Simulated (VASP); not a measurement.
# Sb (R-3m) in VASP: notebook, part 2 of 2

VASP 6.6.1. The steps go on from the part before.

## (4) Relaxation of shape and atoms at fixed volume, PBEsol (28.93 Å³/atom)

This run uses another cell than the first one, of 28.93 Å³/atom.

Contents of INCAR:

```
SYSTEM = Sb
PREC = Accurate ; ENCUT = 600
EDIFF = 1E-6 ; ISMEAR = 0
SIGMA = 0.1 ; LREAL = .False.
LASPH = .True. ; NELM = 80
ALGO = Normal ; ISIF = 4
LWAVE = .False. ; LCHARG = .False.
GGA = PS ; IBRION = 2
NSW = 50 ; EDIFFG = -0.01
```

Contents of KPOINTS:

```
Automatic mesh
0
Gamma
  12 12 12
  0 0 0
```

Contents of POSCAR:

```
Sb
1.0
    2.1391966578      1.2350657662      3.6495814395
   -2.1391966578      1.2350657662      3.6495814395
    0.0000000000     -2.4701315325      3.6495814395
Sb
2
Direct
    0.2356859576      0.2356859576      0.2356859576
    0.7643140424      0.7643140424      0.7643140424
```

Potentials or basis: VASP PAW PBE potentials, release 64 (Sb).

Started as:

```bash
> cat potpaw_PBE.64/Sb/POTCAR > POTCAR
> mpirun -np 1 vasp_std > vasp.out
```

OUTCAR:

```text
SYSTEM = Sb
   PREC = Accurate
   ENCUT = 600
   EDIFF = 1E-6
   ISMEAR = 0
   LREAL = .False.
   LASPH = .True.
   NELM = 80
   ISIF = 4
   GGA = PS
   IBRION = 2
   NSW = 50
   EDIFFG = -0.01

 ion  position               nearest neighbor table
   1  0.236  0.236  0.236-   2 2.90   2 2.90   2 2.90   2 3.27   2 3.27   2 3.27
   2  0.764  0.764  0.764-   1 2.90   1 2.90   1 2.90   1 3.27   1 3.27   1 3.27

  LATTYP: Found a trigonal (rhomboedric) cell.
 ALAT       =     4.4069257392
 COS(alpha) =     0.5287406783

  Lattice vectors:

 A1 = (   2.1391966578,   1.2350657662,   3.6495814395)
 A2 = (  -2.1391966578,   1.2350657662,   3.6495814395)
 A3 = (   0.0000000000,  -2.4701315325,   3.6495814395)

Analysis of symmetry for initial positions (statically):
=====================================================================
 Subroutine PRICEL returns:
 Original cell was already a primitive cell.

 Routine SETGRP: Setting up the symmetry group for a
 trigonal (rhombohedral) supercell.

 Subroutine GETGRP returns: Found 12 space group operations
 (whereof 12 operations were pure point group operations)
 out of a pool of 12 trial point group operations.

[... 172 lines left out ...]
  in kB       22.7378529     22.7378529     19.0459661      0.0000000     -0.0000000      0.0000000
  external PRESSURE =      21.5072239 kB  Pullay stress =       0.0000000 kB
[... 167 lines left out ...]
--------------------------------------- Ionic step        6  -------------------------------------------

 number of electron      10.0000000 magnetization

 Free energy of the ion-electron system (eV)
  ---------------------------------------------------
  ext. energy  EPLUGINS =         0.00000000
  ---------------------------------------------------
  free energy    TOTEN  =        -9.10998462 eV

  energy without entropy =       -9.10875897  energy(sigma->0) =       -9.10937180

 E-fermi :   7.5534     XC(G=0):  -9.8635

 val. band max:        7.5315508850   @ k =   0.2500   0.2500   0.1667
 cond. band min:       7.6137271681   @ k =   0.4167   0.3333   0.3333
 fundamental gap:      0.0821762831
 Fermi energy:         7.5533742186

 k-point     1 :       0.0000    0.0000    0.0000
  band No.  band energies     occupation
      1      -5.3250      2.00000
      2       3.0908      2.00000
      3       5.6498      2.00000
      4       5.7504      2.00000
      5       5.7504      2.00000
      6      10.1442      0.00000
      7      10.5605      0.00000
      8      10.5605      0.00000
      9      12.4493      0.00000
[... 265 lines left out ...]
 k-point    24 :      -0.4167    0.1667    0.0000
  band No.  band energies     occupation
      1      -2.6693      2.00000
      2      -2.0101      2.00000
      3       3.8448      2.00000
      4       5.4614      2.00000
      5       5.8986      2.00000
      6       8.5470      0.00000
      7       9.0623      0.00000
      8      10.8518      0.00000
      9      14.2807      0.00000

 [... further k-points ...]

------------------------ aborting loop because EDIFF is reached ----------------------------------------

  FORCE on cell =-STRESS in cart. coord.  units (eV):
  Direction    XX          YY          ZZ          XY          YZ          ZX
  --------------------------------------------------------------------------------------
  -------------------------------------------------------------------------------------
  Total        0.5311487      0.5311487      0.5317630      0.0000000     -0.0000000     -0.0000000
  in kB       14.7092876     14.7092876     14.7262976      0.0000000     -0.0000000     -0.0000000
  external PRESSURE =      14.7149576 kB  Pullay stress =       0.0000000 kB
[... 17 lines left out ...]
  FREE ENERGIE OF THE ION-ELECTRON SYSTEM (eV)
  ---------------------------------------------------
  free  energy   TOTEN  =        -9.1099846205 eV

  energy  without entropy=       -9.1087589705  energy(sigma->0) =       -9.10937180

 reached required accuracy - stopping structural energy minimisation
```

OSZICAR:

```text
N       E                     dE             d eps       ncg     rms          rms(c)
DAV:   1     0.409763247990E+02    0.40976E+02   -0.40012E+03  3402   0.984E+02
DAV:   2    -0.732677877088E+01   -0.48303E+02   -0.47442E+02  4720   0.132E+02
[... 33 lines left out ...]
   5 F= -.91099478E+01 E0= -.91093220E+01  d E =-.136692E-03
       N       E                     dE             d eps       ncg     rms          rms(c)
DAV:   1    -0.910999515920E+01   -0.47410E-04   -0.32050E-03  3557   0.331E-01    0.234E-02
DAV:   2    -0.910998909793E+01    0.60613E-05   -0.77483E-05  3525   0.709E-02    0.137E-02
DAV:   3    -0.910998455714E+01    0.45408E-05   -0.18690E-05  4209   0.263E-02    0.232E-03
DAV:   4    -0.910998462051E+01   -0.63372E-07   -0.14031E-06  2036   0.955E-03
   6 F= -.91099846E+01 E0= -.91093718E+01  d E =-.173477E-03
```

CONTCAR:

```text
Sb
   1.00000000000000
     2.1488841447537133    1.2406588393984397    3.6167499075849481
    -2.1488841447537133    1.2406588393984397    3.6167499075849481
     0.0000000000000000   -2.4813176789046429    3.6167499075874225
  Sb
     2
Direct
     0.2377985747721250    0.2377985747721250    0.2377985747721239
     0.7622014252278750    0.7622014252278750    0.7622014252278762

  0.00000000E+00  0.00000000E+00  0.00000000E+00
  0.00000000E+00  0.00000000E+00  0.00000000E+00
```

It took 5.5 min on 1 thread of Intel Xeon 8259CL, shared host; peak memory 0.29 GiB.

Results:

```yaml
Free_energy: -9.1100 eV
Energy_gained_by_relaxing: 2.5 meV/atom
Ionic_steps: 6
Pressure_after_relaxing: 1.5 GPa
Band_gap_on_the_k_mesh: zero (bands 5 and 6 overlap by 0.32 eV)
```

The path:
| step | energy change (eV) | largest force (eV/Å) | pressure (GPa) | volume (Å³) |
| --- | --- | --- | --- | --- |
| 1 | 0.0000 | 0.1966 | 2.15 | 57.85 |
| 2 | -0.0031 | 0.1072 | 1.87 | 57.85 |
| 3 | -0.0047 | 0.0189 | 1.47 | 57.85 |
| 4 | -0.0047 | 0.0110 | 1.49 | 57.85 |
| 5 | -0.0049 | 0.0051 | 1.48 | 57.85 |
| 6 | -0.0049 | 0.0001 | 1.47 | 57.85 |

Final structure:
```
Sb
1.0
     2.14888    1.24066    3.61675
    -2.14888    1.24066    3.61675
     0.00000   -2.48132    3.61675
Sb
2
Direct
  0.23780 0.23780 0.23780
  0.76220 0.76220 0.76220
```

Levels at points of the mesh, in eV from the Fermi level:
| k point | band 3 | band 4 | band 5 | band 6 | band 7 | band 8 |
| --- | --- | --- | --- | --- | --- | --- |
| (0.00, 0.00, 0.00) | -1.90 | -1.80 | -1.80 | 2.59 | 3.01 | 3.01 |
| (0.50, 0.00, 0.00) | -1.61 | -1.42 | -0.30 | -0.07 | 0.19 | 0.29 |
| (0.50, 0.50, 0.00) | -5.74 | -3.82 | -3.80 | 1.61 | 5.32 | 5.62 |
| (0.50, 0.50, 0.50) | -1.18 | -1.18 | -0.35 | -0.12 | -0.12 | 0.92 |

Caveat: the PAW data sets were made with another functional, which shifts forces and pressure a little; spin-orbit coupling is left out, which moves the levels of the heavy elements.

## (5) Summary

```csv
task,cell,cutoff (eV),gap on the mesh (eV),pressure (GPa)
single point,"a = 4.583 Å, angles 56.9°, 2 atoms, atomic positions A",520,none,-1.9
relaxation of shape and atoms at fixed volume,"relaxed from a = 4.346 Å, angles 58.5°, 2 atoms, atomic positions B",600,none,3.2
relaxation of shape and atoms at fixed volume,"relaxed from a = 4.407 Å, angles 58.1°, 2 atoms, atomic positions C",600,none,1.5
```

Alike in all rows: level PBEsol; potentials or basis VASP PAW PBE potentials, release 64 (Sb); no spin polarisation; k mesh 12 × 12 × 12; smearing gaussian 0.1 eV.

Caveats: the PAW data sets were made with another functional, which shifts forces and pressure a little; spin-orbit coupling is left out, which moves the levels of the heavy elements.

Absolute energies hang on the potentials; compare differences alone.
